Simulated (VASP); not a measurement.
# PdRh4 in VASP: single point with LDA

Aim: the single point of PdRh4 with LDA.

All numbers are computed with VASP 6.6.1; they aren't measurements. Logs are shortened: lines on timing, memory, paths and dates and some standing lists are left out, and cuts for length are marked.

### Step 1. The cell of the first run

The cell holds a slab with vacuum, 5 atoms: a = 2.655 Å, b = 2.655 Å, c = 24.671 Å, α = 90.00°, β = 90.00°, γ = 120.00°.

### Step 2. Single point, LDA

The input, INCAR:

```
SYSTEM = PdRh4
PREC = Accurate ; ENCUT = 520
EDIFF = 1E-6 ; ISMEAR = -1
SIGMA = 0.08 ; LREAL = .False.
LASPH = .True. ; NELM = 60
ALGO = Normal ; ISIF = 2
LWAVE = .False. ; LCHARG = .True.
LDIPOL = .True. ; IDIPOL = 3
DIPOL = 0.5 0.5 0.500 ; GGA = CA
LELF = .True. ; LVHAR = .True.
LVACPOTAV = .True. ; NBANDS = 43
```

The input, KPOINTS:

```
Automatic mesh
0
Gamma
  16 16 1
  0 0 0
```

The input, POSCAR:

```
PdRh4
1.0
    2.6548623924      0.0000000000      0.0000000000
   -1.3274311962      2.2991782754      0.0000000000
    0.0000000000      0.0000000000     24.6707000000
Rh Pd
4 1
Direct
    0.8333333333      0.1666666667      0.3261591126
    0.1666666667      0.8333333333      0.4122699697
    0.8333333333      0.1666666667      0.5877300359
    0.1666666667      0.8333333333      0.6738408805
    0.5000000000      0.5000000000      0.5000000013
```

Potentials or basis: VASP PAW LDA potentials, release 64 (Rh_pv, Pd).

Run with:

```
cat potpaw_LDA.64/Rh_pv/POTCAR potpaw_LDA.64/Pd/POTCAR > POTCAR
mpirun -np 1 vasp_std > vasp.out
```

OUTCAR:

```text
SYSTEM = PdRh4
   PREC = Accurate
   ENCUT = 520
   EDIFF = 1E-6
   ISMEAR = -1
   LREAL = .False.
   LASPH = .True.
   NELM = 60
   ISIF = 2
   GGA = CA

 ion  position               nearest neighbor table
   1  0.833  0.167  0.326-   2 2.62   2 2.62   2 2.62
   2  0.167  0.833  0.412-   1 2.62   1 2.62   1 2.62   5 2.65   5 2.65   5 2.65
   3  0.833  0.167  0.588-   4 2.62   4 2.62   4 2.62   5 2.65   5 2.65   5 2.65
   4  0.167  0.833  0.674-   3 2.62   3 2.62   3 2.62
   5  0.500  0.500  0.500-   2 2.65   2 2.65   2 2.65   3 2.65   3 2.65   3 2.65

  LATTYP: Found a hexagonal cell.
 ALAT       =     2.6548623924
 C/A-ratio  =     9.2926473593

  Lattice vectors:

 A1 = (   2.6548623924,   0.0000000000,   0.0000000000)
 A2 = (  -1.3274311962,   2.2991782754,   0.0000000000)
 A3 = (   0.0000000000,   0.0000000000,  24.6707000000)

Analysis of symmetry for initial positions (statically):
=====================================================================
 Subroutine PRICEL returns:
 Original cell was already a primitive cell.

 Routine SETGRP: Setting up the symmetry group for a
 hexagonal supercell.

 Subroutine GETGRP returns: Found 12 space group operations
 (whereof  4 operations were pure point group operations)
 out of a pool of 24 trial point group operations.

The static configuration has the point symmetry C_2h.
 The point group associated with its full space group is D_3d.

Analysis of symmetry for dynamics (positions and initial velocities):
=====================================================================
 Subroutine PRICEL returns:
 Original cell was already a primitive cell.

 Routine SETGRP: Setting up the symmetry group for a
 hexagonal supercell.

 Subroutine GETGRP returns: Found 12 space group operations
 (whereof  4 operations were pure point group operations)
 out of a pool of 24 trial point group operations.

The dynamic configuration has the point symmetry C_2h.
 The point group associated with its full space group is D_3d.

 Subroutine INISYM returns: Found 12 space group operations
 (whereof  4 operations are pure point group operations),
 and found     1 'primitive' translations

----------------------------------------------------------------------------------------

                                     Primitive cell

  volume of cell :     150.5900

  direct lattice vectors                    reciprocal lattice vectors
     2.654862392  0.000000000  0.000000000     0.376667357  0.217469000  0.000000000
    -1.327431196  2.299178275  0.000000000     0.000000000  0.434938000  0.000000000
     0.000000000  0.000000000 24.670700000     0.000000000  0.000000000  0.040533913

  length of vectors
     2.654862392  2.654862392 24.670700000     0.434938000  0.434938000  0.040533913

  position of ions in fractional coordinates (direct lattice)
     0.833333333  0.166666667  0.326159113
     0.166666667  0.833333333  0.412269970
     0.833333333  0.166666667  0.587730036
     0.166666667  0.833333333  0.673840881
     0.500000000  0.500000000  0.500000001

  ion indices of the primitive-cell ions
   primitive index   ion index
                 1           1
                 2           2
                 3           3
                 4           4
                 5           5

----------------------------------------------------------------------------------------

 KPOINTS: Automatic mesh

Automatic generation of k-mesh.
 Grid dimensions read from file:
 generate k-points for:   16   16    1

 Generating k-lattice:

  Cartesian coordinates                     Fractional coordinates (reciprocal lattice)
     0.023541710  0.013591812  0.000000000     0.062500000  0.000000000  0.000000000
     0.000000000  0.027183625  0.000000000     0.000000000  0.062500000  0.000000000
     0.000000000  0.000000000  0.040533913     0.000000000  0.000000000  1.000000000

  Length of vectors
     0.027183625  0.027183625  0.040533913

  Shift w.r.t. Gamma in fractional coordinates (k-lattice)
     0.000000000  0.000000000  0.000000000

 Subroutine IBZKPT returns following result:
 ===========================================

 Found     30 irreducible k-points:

 Following reciprocal coordinates:
            Coordinates               Weight
  0.000000  0.000000  0.000000      1.000000
  0.062500  0.000000  0.000000      6.000000
  0.125000  0.000000  0.000000      6.000000
  0.187500  0.000000  0.000000      6.000000
  0.250000  0.000000  0.000000      6.000000
  0.312500  0.000000  0.000000      6.000000
[... 16 lines left out ...]
  0.187500  0.187500  0.000000      6.000000
  0.250000  0.187500  0.000000     12.000000
 [... further k-points ...]
   k-points           NKPTS =     30   k-points in BZ     NKDIM =     30   number of bands    NBANDS=     43
   number of dos      NEDOS =    301   number of ions     NIONS =      5
   total plane-waves  NPLWV =  76800
   dimension x,y,z NGX =    20 NGY =   20 NGZ =  192
   dimension x,y,z NGXF=    40 NGYF=   40 NGZF=  384
   ions per type =               4   1
   NGX,Y,Z   is equivalent  to a cutoff of  12.52, 12.52, 12.94 a.u.
   NGXF,Y,Z  is equivalent  to a cutoff of  25.05, 25.05, 25.88 a.u.
 SYSTEM =  PdRh4
   PREC   = accura    normal or accurate (medium, high low for compatibility)
   ISTART =      0    job   : 0-new  1-cont  2-samecut
   ICHARG =      2    charge: 1-file 2-atom 10-const
   ISPIN  =      1    spin polarized calculation?
   LNONCOLLINEAR =      F non collinear calculations
   LSORBIT =      F    spin-orbit coupling
   LASPH  =      T    aspherical Exc in radial PAW
   ENCUT  =  520.0 eV  38.22 Ry    6.18 a.u.   4.94  4.94 45.87*2*pi/ulx,y,z
   NELM   =     60;   NELMIN=  2; NELMDL= -5     # of ELM steps
   EDIFF  = 0.1E-05   stopping-criterion for ELM
   LREAL  =      F    real-space projection
   EDIFFG = 0.1E-04   stopping-criterion for IOM
   NSW    =      0    number of steps for IOM
   IBRION =     -1    ionic relax: 0-MD 1-quasi-New 2-CG
   NFREE  =      0    steps in history (QN), initial steepest desc. (CG)
   ISIF   =      2    stress and relaxation
   ISYM   =      2    0-nonsym 1-usesym 2-fastsym
   POTIM  = 0.5000    time-step for ionic-motion
   TEBEG  =    0.0;   TEEND  =   0.0 temperature during run
   PSTRESS=    0.0 pullay stress
   NELECT =      70.0000    total number of electrons
   NUPDOWN=      -1.0000    fix difference up-down
   EMIN   =  10.00;   EMAX   =-10.00  energy-range for DOS
   EFERMI =   0.00;   METHOD = LEGACY
   ISMEAR =    -1;   SIGMA  =   0.08  broadening in eV -4-tet -1-fermi 0-gaus
   EFERMI_NEDOS =   21; number of points for ismear=-14 and -15
   IALGO  =     38    algorithm
   IMIX   =      4    mixing-type and parameters
     AMIX     =   0.40;   BMIX     =  1.00
     AMIX_MAG =   1.60;   BMIX_MAG =  1.00
  volume/ion in A,a.u.               =      30.12       203.25
  Fermi-wavevector in a.u.,A,eV,Ry     =   1.268164  2.396483 21.881437  1.608240
  Thomas-Fermi vector in A             =   2.401273
   LORBIT       =      0    0 simple, 1 ext, 2 COOP (PROOUT), +10 PAW based schemes
   GGA     = CA    functional components
   LHFCALC =     F    Hartree Fock is set to
   AEXX    =    0.0000 exact exchange contribution
   IVDW    =     0    specifies the selected vdW correction
   LEPSILON=     F    determine dielectric tensor
   LRPA    =     F    only Hartree local field effects (RPA)
 non-spin polarized calculation
  energy-cutoff  :      520.00
  volume of cell :      150.59
 maximum number of plane-waves:      4121
 NGX is ok and might be reduce to    20
   NGX =  9   NGY =  9   NGZ = 91

 number of electron      69.9999991 magnetization

 dipolmoment           0.000000      0.000000      0.000001 electrons x Angstroem

 Free energy of the ion-electron system (eV)
  ---------------------------------------------------
  ext. energy  EPLUGINS =         0.00000000
  ---------------------------------------------------
  free energy    TOTEN  =       -39.10824664 eV

  energy without entropy =      -38.92296719  energy(sigma->0) =      -39.01560691

 E-fermi :   2.2930     XC(G=0):  -7.1712

 val. band max:        2.2893874592   @ k =   0.1875   0.1250   0.0000
 cond. band min:       2.3007125335   @ k =   0.3125   0.3125   0.0000
 fundamental gap:      0.0113250743
 Fermi energy:         2.2930370014

 k-point     1 :       0.0000    0.0000    0.0000
  band No.  band energies     occupation
      1     -44.4150      2.00000
      2     -44.4111      2.00000
      3     -43.9600      2.00000
      4     -43.9600      2.00000
      5     -43.9599      2.00000
      6     -43.9599      2.00000
[... 35 lines left out ...]
     42       2.7251      0.00898
     43       3.2444      0.00001

 k-point     2 :       0.0625    0.0000    0.0000
  band No.  band energies     occupation
      1     -44.4095      2.00000
      2     -44.4059      2.00000
      3     -43.9881      2.00000
      4     -43.9881      2.00000
      5     -43.9663      2.00000
      6     -43.9661      2.00000
[... 35 lines left out ...]
     42       3.4111      0.00000
     43       4.1268      0.00000

 k-point     3 :       0.1250    0.0000    0.0000
  band No.  band energies     occupation
      1     -44.3945      2.00000
      2     -44.3914      2.00000
      3     -44.0651      2.00000
      4     -44.0647      2.00000
      5     -43.9841      2.00000
      6     -43.9839      2.00000
[... 35 lines left out ...]
     42       4.3483      0.00000
     43       5.3074      0.00000

 k-point     4 :       0.1875    0.0000    0.0000
  band No.  band energies     occupation
      1     -44.3738      2.00000
      2     -44.3716      2.00000
      3     -44.1753      2.00000
      4     -44.1744      2.00000
      5     -44.0107      2.00000
      6     -44.0105      2.00000
[... 863 lines left out ...]
     42       7.5284      0.00000
     43      10.5384      0.00000

 k-point    23 :       0.1875    0.1875    0.0000
  band No.  band energies     occupation
      1     -44.4158      2.00000
      2     -44.4153      2.00000
      3     -44.3247      2.00000
      4     -44.3238      2.00000
      5     -44.1438      2.00000
      6     -44.1435      2.00000
[... 35 lines left out ...]
     42       7.5093      0.00000
     43       9.2179      0.00000

 k-point    24 :       0.2500    0.1875    0.0000
  band No.  band energies     occupation
      1     -44.4818      2.00000
      2     -44.4808      2.00000
      3     -44.3280      2.00000
      4     -44.3278      2.00000
      5     -44.1957      2.00000
      6     -44.1951      2.00000
[... 35 lines left out ...]
     42       8.5187      0.00000
     43      10.3140      0.00000

 [... further k-points ...]

------------------------ aborting loop because EDIFF is reached ----------------------------------------

  FORCE on cell =-STRESS in cart. coord.  units (eV):
  Direction    XX          YY          ZZ          XY          YZ          ZX
  --------------------------------------------------------------------------------------
  -------------------------------------------------------------------------------------
  Total       -0.6785097     -0.6785097      1.9643554      0.0000000      0.0000000      0.0000000
  in kB       -7.2188913     -7.2188913     20.8994333      0.0000000      0.0000000      0.0000000
  external PRESSURE =       2.1538836 kB  Pullay stress =       0.0000000 kB

 VOLUME and BASIS-vectors are now :
 -----------------------------------------------------------------------------
  energy-cutoff  :      520.00
  volume of cell :      150.59
      direct lattice vectors                 reciprocal lattice vectors
     2.654862392  0.000000000  0.000000000     0.376667357  0.217469000  0.000000000
    -1.327431196  2.299178275  0.000000000     0.000000000  0.434938000  0.000000000
     0.000000000  0.000000000 24.670700000     0.000000000  0.000000000  0.040533913

 POSITION                                       TOTAL-FORCE (eV/Angst)
 -----------------------------------------------------------------------------------
      1.99115      0.38320      8.04657         0.000000     -0.000000      0.070017
     -0.66372      1.91598     10.17099         0.000000     -0.000000     -0.601307
      1.99115      0.38320     14.49971        -0.000000      0.000000      0.601307
     -0.66372      1.91598     16.62413        -0.000000      0.000000     -0.070017
      0.66372      1.14959     12.33535        -0.000000      0.000000     -0.000000
 -----------------------------------------------------------------------------------
    total drift:                                0.000000     -0.000000      0.000309

  FREE ENERGIE OF THE ION-ELECTRON SYSTEM (eV)
  ---------------------------------------------------
  free  energy   TOTEN  =       -39.1082466371 eV

  energy  without entropy=      -38.9229671870  energy(sigma->0) =      -39.01560691

 vacuum level on the upper side and lower side of the slab         7.873         7.873
```

Wall time 4.4 min (1 thread of Intel Xeon Platinum 8488C (Sapphire Rapids), shared host); peak memory 0.31 GiB.

Results:

```
Free energy            : -39.1082 eV
Largest force          : 0.601 eV/Å
Band gap on the k mesh : zero (bands 35 and 36 overlap by 1.75 eV)
```

Forces on the atoms (eV/Å):
```
Rh   0.000  0.000  0.070
Rh   0.000  0.000 -0.601
Rh   0.000  0.000  0.601
Rh   0.000  0.000 -0.070
Pd   0.000  0.000  0.000
```

Levels at points of the mesh, in eV from the Fermi level:
```
           k point  band 32  band 33  band 34  band 35  band 36  band 37
(0.00, 0.00, 0.00)    -1.57    -1.57    -0.93    -0.93    -0.69    -0.69
(0.50, 0.00, 0.00)     0.33     0.37     0.77     0.80     1.13     1.14
```
